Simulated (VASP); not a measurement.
CoO:

```
CELL_PARAMETERS angstrom
1.50547 0.86918 2.43993
-1.50547 0.86918 2.43993
0.00000 -1.73837 2.43993
ATOMIC_POSITIONS crystal
Co 0.00000 0.00000 0.00000
O 0.50000 0.50000 0.50000
```

```yaml
Program: VASP 6.6.1
Task: relaxation of cell and atoms
Functional: BLYP
Potentials_or_basis: VASP PAW PBE potentials, release 64 (Co_sv, O)
Cutoff: 700 eV
k_mesh: 11 × 11 × 11
Occupations: fermi-dirac, width 0.05 eV
Spin: collinear spin, ferromagnetic start
Starting_moments: "[2.0, 0.0] μB"
```

At the start: pressure 5.8 GPa; volume 9.58 Å³/atom.

Q: Where does the relaxation end?

A: Over 9 steps the energy falls by 6.3 meV/atom and the volume is 9.89 Å³/atom (+3.3 %); space group Fm-3m (No. 225, to 0.1 Å) before, R-3m (No. 166, to 0.1 Å); moment 2.86 μB per cell.

Step by step:
```
step  energy change (eV)  largest force (eV/Å)  pressure (GPa)  volume (Å³)
   1              0.0000                0.0000            5.83        19.16
   2             -0.0091                0.0000           -2.55        20.14
   3             -0.0117                0.0000           -0.10        19.82
   4             -0.0117                0.0000            0.07        19.80
   5             -0.0117                0.0000            0.08        19.80
   6             -0.0118                0.0000            0.08        19.80
   7             -0.0120                0.0000            0.07        19.80
   8             -0.0123                0.0000            0.05        19.80
   9             -0.0126                0.0000           -0.06        19.79
```

Final structure:
```cif
data_structure
_symmetry_space_group_name_H-M 'P 1'
_symmetry_Int_Tables_number 1
_cell_length_a 2.9912
_cell_length_b 2.9912
_cell_length_c 2.9912
_cell_angle_alpha 62.045
_cell_angle_beta 62.045
_cell_angle_gamma 62.045
_cell_volume 19.79
loop_
_atom_site_label
_atom_site_type_symbol
_atom_site_fract_x
_atom_site_fract_y
_atom_site_fract_z
_atom_site_occupancy
Co1 Co 0.00000 0.00000 0.00000 1
O1 O 0.50000 0.50000 0.50000 1
```

Caveat: the PAW data sets were made with another functional, which shifts forces and pressure a little; a cell with one magnetic atom can't hold antiferromagnetic order, which such compounds often take.
